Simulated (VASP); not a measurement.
# InPd (Pm-3m) in VASP: further runs

Aim: see how the results for InPd move with the level of theory and the settings. Levels: PBEsol-based screened hybrid with 25 % exact exchange, r2SCAN0, r2SCAN, HSE06, PBE0. Tasks: single point.

Program: VASP 6.6.1. These are calculated values, not measurements. Logs are shortened: lines on timing, memory, paths and dates and some standing lists are left out, and cuts for length are marked.

**1. The cell of the first run**

It takes space group Pm-3m (No. 221, cubic). The conventional cell has a = 3.272 Å, b = 3.272 Å, c = 3.272 Å, α = 90.00°, β = 90.00°, γ = 90.00°. In (site symmetry m-3m) has 8 Pd at 2.83 Å and 6 In at 3.27 Å within 3.7 Å. Pd (site symmetry m-3m) has 8 In at 2.83 Å and 6 Pd at 3.27 Å within 3.7 Å.

**2. Single point, PBEsol-based screened hybrid with 25 % exact exchange**

File POSCAR:

```
InPd
1.0
    3.2718847800      0.0000000000      0.0000000000
    0.0000000000      3.2718847800      0.0000000000
    0.0000000000      0.0000000000      3.2718847800
In Pd
1 1
Direct
    0.0000000000      0.0000000000      0.0000000000
    0.5000000000      0.5000000000      0.5000000000
```

File INCAR.step1:

```
SYSTEM = InPd
ALGO     = Normal         ! electronic algorithm
EDIFF    = 1E-5           ! SCF threshold, eV
ENCUT    = 520            ! plane-wave cutoff, eV
GGA      = PE             ! functional
ISIF     = 2              ! what is computed and relaxed
ISMEAR   = -1             ! smearing method
LASPH    = .True.         ! aspherical terms in the spheres
LCHARG   = .False.        ! write CHGCAR
LREAL    = .False.        ! projectors in reciprocal space
LWAVE    = .True.         ! write WAVECAR
NBANDS   = 18             ! bands
NELM     = 60             ! most SCF steps
PREC     = Accurate       ! precision mode
SIGMA    = 0.05           ! smearing width, eV
```

File INCAR.step2:

```
SYSTEM = InPd
AEXX     = 0.25           ! exact-exchange fraction
ALGO     = Normal         ! electronic algorithm
EDIFF    = 1E-6           ! SCF threshold, eV
ENCUT    = 520            ! plane-wave cutoff, eV
GGA      = PS             ! functional
HFSCREEN = 0.207          ! screening, 1/A
ISIF     = 2              ! what is computed and relaxed
ISMEAR   = -1             ! smearing method
ISTART   = 1            
LASPH    = .True.         ! aspherical terms in the spheres
LCHARG   = .False.        ! write CHGCAR
LHFCALC  = .True.         ! exact exchange
LREAL    = .False.        ! projectors in reciprocal space
LWAVE    = .False.        ! write WAVECAR
NBANDS   = 18             ! bands
NELM     = 60             ! most SCF steps
PREC     = Accurate       ! precision mode
PRECFOCK = Normal       
SIGMA    = 0.05           ! smearing width, eV
```

File KPOINTS:

```
k-points
0
Gamma
  4 4 4
  0 0 0
```

Potentials or basis: VASP PAW PBE potentials, release 64 (In_d, Pd).

Run with:

```console
> cat potpaw_PBE.64/In_d/POTCAR potpaw_PBE.64/Pd/POTCAR > POTCAR
> cp INCAR.step1 INCAR
> mpirun -np 1 vasp_std > vasp.out
> cp INCAR.step2 INCAR
> mpirun -np 1 vasp_std > vasp.out
```

OUTCAR:

```text
SYSTEM = InPd
   AEXX = 0.25
   EDIFF = 1E-6
   ENCUT = 520
   GGA = PS
   HFSCREEN = 0.207
   ISIF = 2
   ISMEAR = -1
   ISTART = 1
   LASPH = .True.
   LHFCALC = .True.
   LREAL = .False.
   NELM = 60
   PREC = Accurate
   PRECFOCK = Normal

 ion  position               nearest neighbor table
   1  0.000  0.000  0.000-   2 2.83   2 2.83   2 2.83   2 2.83   2 2.83   2 2.83   2 2.83   2 2.83

   2  0.500  0.500  0.500-   1 2.83   1 2.83   1 2.83   1 2.83   1 2.83   1 2.83   1 2.83   1 2.83

  LATTYP: Found a simple cubic cell.
 ALAT       =     3.2718847800

  Lattice vectors:

 A1 = (   3.2718847800,   0.0000000000,   0.0000000000)
 A2 = (   0.0000000000,   3.2718847800,   0.0000000000)
 A3 = (   0.0000000000,   0.0000000000,   3.2718847800)

Analysis of symmetry for initial positions (statically):
=====================================================================
 Subroutine PRICEL returns:
 Original cell was already a primitive cell.

 Routine SETGRP: Setting up the symmetry group for a
 simple cubic supercell.

 Subroutine GETGRP returns: Found 48 space group operations
 (whereof 48 operations were pure point group operations)
 out of a pool of 48 trial point group operations.

The static configuration has the point symmetry O_h .

Analysis of symmetry for dynamics (positions and initial velocities):
=====================================================================
 Subroutine PRICEL returns:
 Original cell was already a primitive cell.

 Routine SETGRP: Setting up the symmetry group for a
 simple cubic supercell.

 Subroutine GETGRP returns: Found 48 space group operations
 (whereof 48 operations were pure point group operations)
 out of a pool of 48 trial point group operations.

The dynamic configuration has the point symmetry O_h .

 Subroutine INISYM returns: Found 48 space group operations
 (whereof 48 operations are pure point group operations),
 and found     1 'primitive' translations

----------------------------------------------------------------------------------------

                                     Primitive cell

  volume of cell :      35.0263

  direct lattice vectors                    reciprocal lattice vectors
     3.271884780  0.000000000  0.000000000     0.305634234  0.000000000  0.000000000
     0.000000000  3.271884780  0.000000000     0.000000000  0.305634234  0.000000000
     0.000000000  0.000000000  3.271884780     0.000000000  0.000000000  0.305634234

  length of vectors
     3.271884780  3.271884780  3.271884780     0.305634234  0.305634234  0.305634234

  position of ions in fractional coordinates (direct lattice)
     0.000000000  0.000000000  0.000000000
     0.500000000  0.500000000  0.500000000

  ion indices of the primitive-cell ions
   primitive index   ion index
                 1           1
                 2           2

----------------------------------------------------------------------------------------

 KPOINTS: k-points

Automatic generation of k-mesh.
 Grid dimensions read from file:
 generate k-points for:    4    4    4

 Generating k-lattice:

  Cartesian coordinates                     Fractional coordinates (reciprocal lattice)
     0.076408559  0.000000000  0.000000000     0.250000000  0.000000000  0.000000000
     0.000000000  0.076408559  0.000000000     0.000000000  0.250000000  0.000000000
     0.000000000  0.000000000  0.076408559     0.000000000  0.000000000  0.250000000

  Length of vectors
     0.076408559  0.076408559  0.076408559

  Shift w.r.t. Gamma in fractional coordinates (k-lattice)
     0.000000000  0.000000000  0.000000000

 Subroutine IBZKPT returns following result:
 ===========================================

 Found     10 irreducible k-points:

 Following reciprocal coordinates:
            Coordinates               Weight
  0.000000  0.000000  0.000000      1.000000
  0.250000  0.000000  0.000000      6.000000
  0.500000  0.000000  0.000000      3.000000
  0.250000  0.250000  0.000000     12.000000
  0.500000  0.250000  0.000000     12.000000
  0.500000  0.500000  0.000000      3.000000
  0.250000  0.250000  0.250000      8.000000
  0.500000  0.250000  0.250000     12.000000
  0.500000  0.500000  0.250000      6.000000
  0.500000  0.500000  0.500000      1.000000
   k-points           NKPTS =     10   k-points in BZ     NKDIM =     64   number of bands    NBANDS=     18
   number of dos      NEDOS =    301   number of ions     NIONS =      2
   total plane-waves  NPLWV =  13824
   dimension x,y,z NGX =    24 NGY =   24 NGZ =   24
   dimension x,y,z NGXF=    48 NGYF=   48 NGZF=   48
   ions per type =               1   1
   NGX,Y,Z   is equivalent  to a cutoff of  12.19, 12.19, 12.19 a.u.
   NGXF,Y,Z  is equivalent  to a cutoff of  24.39, 24.39, 24.39 a.u.
 SYSTEM =  InPd
   PREC   = accura    normal or accurate (medium, high low for compatibility)
   ISTART =      1    job   : 0-new  1-cont  2-samecut
   ICHARG =      0    charge: 1-file 2-atom 10-const
   ISPIN  =      1    spin polarized calculation?
   LNONCOLLINEAR =      F non collinear calculations
   LSORBIT =      F    spin-orbit coupling
   LASPH  =      T    aspherical Exc in radial PAW
   ENCUT  =  520.0 eV  38.22 Ry    6.18 a.u.   6.08  6.08  6.08*2*pi/ulx,y,z
   NELM   =     60;   NELMIN=  2; NELMDL=  0     # of ELM steps
   EDIFF  = 0.1E-05   stopping-criterion for ELM
   LREAL  =      F    real-space projection
   EDIFFG = 0.1E-04   stopping-criterion for IOM
   NSW    =      0    number of steps for IOM
   IBRION =     -1    ionic relax: 0-MD 1-quasi-New 2-CG
   NFREE  =      0    steps in history (QN), initial steepest desc. (CG)
   ISIF   =      2    stress and relaxation
   ISYM   =      3    0-nonsym 1-usesym 2-fastsym
   POTIM  = 0.5000    time-step for ionic-motion
   TEBEG  =    0.0;   TEEND  =   0.0 temperature during run
   PSTRESS=    0.0 pullay stress
   NELECT =      23.0000    total number of electrons
   NUPDOWN=      -1.0000    fix difference up-down
   EMIN   =  10.00;   EMAX   =-10.00  energy-range for DOS
   EFERMI =   0.00;   METHOD = LEGACY
   ISMEAR =    -1;   SIGMA  =   0.05  broadening in eV -4-tet -1-fermi 0-gaus
   EFERMI_NEDOS =   21; number of points for ismear=-14 and -15
   IALGO  =     38    algorithm
   IMIX   =      1    mixing-type and parameters
     AMIX     =   0.40;   BMIX     =  1.00
     AMIX_MAG =   1.60;   BMIX_MAG =  1.00
  volume/ion in A,a.u.               =      17.51       118.18
  Fermi-wavevector in a.u.,A,eV,Ry     =   1.422938  2.688964 27.548447  2.024754
  Thomas-Fermi vector in A             =   2.543589
   LORBIT       =      0    0 simple, 1 ext, 2 COOP (PROOUT), +10 PAW based schemes
   GGA     = PS    functional components
   LHFCALC =     T    Hartree Fock is set to
   PRECFOCK=normal    Normal, Fast or Accurate (Low or Medium for compatibility)
   ENCUT4O =  -1.0   cutoff for four orbital integrals eV
   NKREDX  =     1    reduce k-point grid by
   NKREDY  =     1    reduce k-point grid by
   NKREDZ  =     1    reduce k-point grid by
   AEXX    =    0.2500 exact exchange contribution
   HFSCREEN=    0.2070 screening length (either q_TF or 0.3 A-1)
   HFSCREENC=   0.2070 screening length for correlation (either q_TF or 0.3 A-1)
   ENCUTFOCK=  -1.0 apply spherical cutoff to Coloumb kernel
   IVDW    =     0    specifies the selected vdW correction
   LEPSILON=     F    determine dielectric tensor
   LRPA    =     F    only Hartree local field effects (RPA)
 non-spin polarized calculation
  energy-cutoff  :      520.00
  volume of cell :       35.03
 maximum number of plane-waves:       968
  NGX = 20; NGY = 20; NGZ = 20

 number of electron      22.9999997 magnetization

 Free energy of the ion-electron system (eV)
  ---------------------------------------------------
  ext. energy  EPLUGINS =         0.00000000
  ---------------------------------------------------
  free energy    TOTEN  =       -11.21131046 eV

  energy without entropy =      -11.20004319  energy(sigma->0) =      -11.20567683

 E-fermi :  10.4614     XC(G=0): -10.1053

 val. band max:       10.4087555870   @ k =   0.5000   0.5000   0.2500
 cond. band min:      10.5705344264   @ k =   0.5000   0.5000   0.5000
 fundamental gap:      0.1617788394
 Fermi energy:        10.4614006247

 k-point     1 :       0.0000    0.0000    0.0000
  band No.  band energies     occupation
      1      -6.8326      2.00000
      2      -6.8326      2.00000
      3      -6.4064      2.00000
      4      -6.4064      2.00000
      5      -6.4064      2.00000
      6      -1.0737      2.00000
[... 10 lines left out ...]
     17      21.5911      0.00000
     18      27.2528      0.00000

 k-point     2 :       0.2500    0.0000    0.0000
  band No.  band energies     occupation
      1      -6.8019      2.00000
      2      -6.6511      2.00000
      3      -6.4599      2.00000
      4      -6.4599      2.00000
      5      -6.3888      2.00000
      6       0.0343      2.00000
[... 10 lines left out ...]
     17      25.9001      0.00000
     18      26.2491      0.00000

 k-point     3 :       0.5000    0.0000    0.0000
  band No.  band energies     occupation
      1      -6.7710      2.00000
      2      -6.5130      2.00000
      3      -6.5130      2.00000
      4      -6.4710      2.00000
      5      -6.3712      2.00000
      6       2.8810      2.00000
[... 10 lines left out ...]
     17      21.8373      0.00000
     18      22.1192      0.00000

 k-point     4 :       0.2500    0.2500    0.0000
  band No.  band energies     occupation
      1      -6.7150      2.00000
      2      -6.5534      2.00000
      3      -6.5316      2.00000
      4      -6.4781      2.00000
      5      -6.4439      2.00000
      6       1.0408      2.00000
[... 10 lines left out ...]
     17      24.7992      0.00000
     18      26.3486      0.00000

 k-point     5 :       0.5000    0.2500    0.0000
  band No.  band energies     occupation
      1      -6.6793      2.00000
      2      -6.6434      2.00000
      3      -6.5321      2.00000
      4      -6.4624      2.00000
      5      -6.3606      2.00000
      6       2.9359      2.00000
[... 10 lines left out ...]
     17      23.1340      0.00000
     18      23.4057      0.00000

 k-point     6 :       0.5000    0.5000    0.0000
  band No.  band energies     occupation
      1      -6.7667      2.00000
      2      -6.6359      2.00000
      3      -6.5512      2.00000
      4      -6.5512      2.00000
      5      -6.2005      2.00000
      6       3.0761      2.00000
[... 10 lines left out ...]
     17      22.4376      0.00000
     18      25.2818      0.00000

 k-point     7 :       0.2500    0.2500    0.2500
  band No.  band energies     occupation
      1      -6.5576      2.00000
      2      -6.5443      2.00000
      3      -6.5443      2.00000
      4      -6.5158      2.00000
      5      -6.5158      2.00000
      6       1.8574      2.00000
[... 10 lines left out ...]
     17      21.2879      0.00000
     18      27.0910      0.00000

 k-point     8 :       0.5000    0.2500    0.2500
  band No.  band energies     occupation
      1      -6.6560      2.00000
      2      -6.6041      2.00000
      3      -6.5411      2.00000
      4      -6.5058      2.00000
      5      -6.3219      2.00000
      6       3.2558      2.00000
[... 10 lines left out ...]
     17      22.3862      0.00000
     18      24.6507      0.00000

 k-point     9 :       0.5000    0.5000    0.2500
  band No.  band energies     occupation
      1      -6.7248      2.00000
      2      -6.6181      2.00000
      3      -6.6181      2.00000
      4      -6.4165      2.00000
      5      -6.1960      2.00000
      6       3.6140      2.00000
[... 10 lines left out ...]
     17      19.4096      0.00000
     18      20.8787      0.00000

 k-point    10 :       0.5000    0.5000    0.5000
  band No.  band energies     occupation
      1      -6.6840      2.00000
      2      -6.6840      2.00000
      3      -6.6840      2.00000
      4      -6.1915      2.00000
      5      -6.1915      2.00000
      6       4.3742      2.00000
[... 10 lines left out ...]
     17      15.0335      0.00000
     18      16.9537      0.00000

------------------------ aborting loop because EDIFF is reached ----------------------------------------

  FORCE on cell =-STRESS in cart. coord.  units (eV):
  Direction    XX          YY          ZZ          XY          YZ          ZX
  --------------------------------------------------------------------------------------
  -------------------------------------------------------------------------------------
  Total       -1.0581551     -1.0581551     -1.0581551     -0.0000000     -0.0000000     -0.0000000
  in kB      -48.4022919    -48.4022919    -48.4022919     -0.0000000     -0.0000000     -0.0000000
  external PRESSURE =     -48.4022919 kB  Pullay stress =       0.0000000 kB

 VOLUME and BASIS-vectors are now :
 -----------------------------------------------------------------------------
  energy-cutoff  :      520.00
  volume of cell :       35.03
      direct lattice vectors                 reciprocal lattice vectors
     3.271884780  0.000000000  0.000000000     0.305634234  0.000000000  0.000000000
     0.000000000  3.271884780  0.000000000     0.000000000  0.305634234  0.000000000
     0.000000000  0.000000000  3.271884780     0.000000000  0.000000000  0.305634234

 POSITION                                       TOTAL-FORCE (eV/Angst)
 -----------------------------------------------------------------------------------
      0.00000      0.00000      0.00000         0.000000      0.000000      0.000000
      1.63594      1.63594      1.63594         0.000000      0.000000      0.000000
 -----------------------------------------------------------------------------------
    total drift:                                0.000000      0.000000      0.000001

  FREE ENERGIE OF THE ION-ELECTRON SYSTEM (eV)
  ---------------------------------------------------
  free  energy   TOTEN  =       -11.2113104567 eV

  energy  without entropy=      -11.2000431939  energy(sigma->0) =      -11.20567683
```

Wall time 13 min (1 thread of Intel Xeon Platinum 8375C at 2.90GHz (Ice Lake), shared host); peak memory 0.26 GiB.

Results:

```yaml
Free_energy: -11.2113 eV
Pressure: -4.8 GPa
Band_gap_on_the_k_mesh: zero (an odd number of electrons rules out a gap without spin polarisation)
```

Levels at points of the mesh, in eV from the Fermi level:
```
           k point  band 9  band 10  band 11  band 12  band 13  band 14
(0.00, 0.00, 0.00)   -3.29    -3.29    -3.29     4.54     4.54     4.54
(0.50, 0.00, 0.00)   -4.37    -4.37    -3.38    -1.85    10.25    10.25
(0.50, 0.50, 0.00)   -3.76    -2.93    -2.93    -2.73     1.50     2.72
(0.50, 0.50, 0.50)   -2.68    -2.68     0.11     3.88     3.88     3.88
```

Caveat: the k points lie up to 0.48 Å⁻¹ apart, too coarse for converged energies and pressures of a metal; the PAW data sets were made with another functional, which shifts forces and pressure a little; spin-orbit coupling is left out, which moves the levels of the heavy elements.

**3. Single point, r2SCAN0**

POSCAR is that of step 2.

File INCAR.step1:

```
ALGO = Normal ; EDIFF = 1E-5
ENCUT = 520 ; GGA = PE
ISIF = 2 ; ISMEAR = -1
LASPH = T ; LCHARG = F
LREAL = F ; LWAVE = T
NBANDS = 18 ; NELM = 100
PREC = Accurate ; SIGMA = 0.05
```

File INCAR.step2:

```
AEXX = 0.25 ; ALGO = Normal
EDIFF = 1E-7 ; ENCUT = 520
ISIF = 2 ; ISMEAR = -1
ISTART = 1 ; LASPH = T
LCHARG = F ; LHFCALC = T
LMIXTAU = T ; LREAL = F
LWAVE = F ; METAGGA = R2SCAN
NBANDS = 18 ; NELM = 100
PREC = Accurate ; PRECFOCK = Normal
SIGMA = 0.05
```

File KPOINTS:

```
k-points
0
Gamma
  4 4 4
```

Potentials or basis: VASP PAW PBE potentials, release 64 (In_d, Pd).

Run with:

```console
> cat potpaw_PBE.64/In_d/POTCAR potpaw_PBE.64/Pd/POTCAR > POTCAR
> cp INCAR.step1 INCAR
> mpirun -np 1 vasp_std > vasp.out
> cp INCAR.step2 INCAR
> mpirun -np 1 vasp_std > vasp.out
```

Wall time 54 min (1 thread of Intel Xeon Platinum 8375C at 2.90GHz (Ice Lake), shared host); peak memory 0.16 GiB.

The run converged. Its results:

```yaml
Free_energy: -39.8830 eV
Pressure: -2.9 GPa
Band_gap_on_the_k_mesh: zero (an odd number of electrons rules out a gap without spin polarisation)
```

Levels at points of the mesh, in eV from the Fermi level:
| k point | band 9 | band 10 | band 11 | band 12 | band 13 | band 14 |
| --- | --- | --- | --- | --- | --- | --- |
| (0.00, 0.00, 0.00) | -3.74 | -3.73 | -3.72 | 5.24 | 5.24 | 5.24 |
| (0.50, 0.00, 0.00) | -4.84 | -4.83 | -3.82 | -2.22 | 10.90 | 11.16 |
| (0.50, 0.50, 0.00) | -4.21 | -3.36 | -3.31 | -3.17 | 2.08 | 3.26 |
| (0.50, 0.50, 0.50) | -3.11 | -3.11 | 0.89 | 4.35 | 4.38 | 4.42 |

Caveat: the k points lie up to 0.48 Å⁻¹ apart, too coarse for converged energies and pressures of a metal; the PAW data sets were made with another functional, which shifts forces and pressure a little; spin-orbit coupling is left out, which moves the levels of the heavy elements.

(Continued in part 2 of 2.)

The gap in the log of VASP goes by the Fermi energy; the results here count the filled bands.